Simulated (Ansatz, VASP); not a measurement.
# Two plane-wave programs on SiGe

```
CELL_PARAMETERS angstrom
3.90438 0.00000 0.00000
-1.95219 3.38129 0.00000
0.00000 0.00000 6.45368
ATOMIC_POSITIONS crystal
Si 0.66667 0.33333 0.87447
Si 0.33333 0.66667 0.37447
Ge 0.66667 0.33333 0.50053
Ge 0.33333 0.66667 0.00053
```

Alike in both runs: functional r2SCAN; k mesh 12 × 12 × 4; occupations gaussian, width 0.02 eV; no spin polarisation.

Ansatz relaxed the structure, and its values are those at the end. VASP's run is a single point on that final structure, the one shown.

|  | VASP | Ansatz |
| --- | --- | --- |
| version | VASP 6.6.1 | Ansatz 0.2.0 |
| potentials or method | VASP PAW PBE potentials, release 64 (Si, Ge_d), cutoff 520 eV | scalar-relativistic, plane waves, PAW |
| valence electrons in the cell | 36 | 36 |

Ansatz gave:

| Property | Result |
| --- | --- |
| gap on the k mesh at the Fermi level (eV) | 0.66 |
| least direct gap on the mesh (eV) | 0.79 |
| pressure (GPa) | 0.0 |

Task: Which values does VASP return?

Result: gap on the k mesh at the Fermi level (eV): 0.66; least direct gap on the mesh (eV): 0.78; pressure (GPa): -0.1.

VASP's potentials were made for PBE, not for r2SCAN.
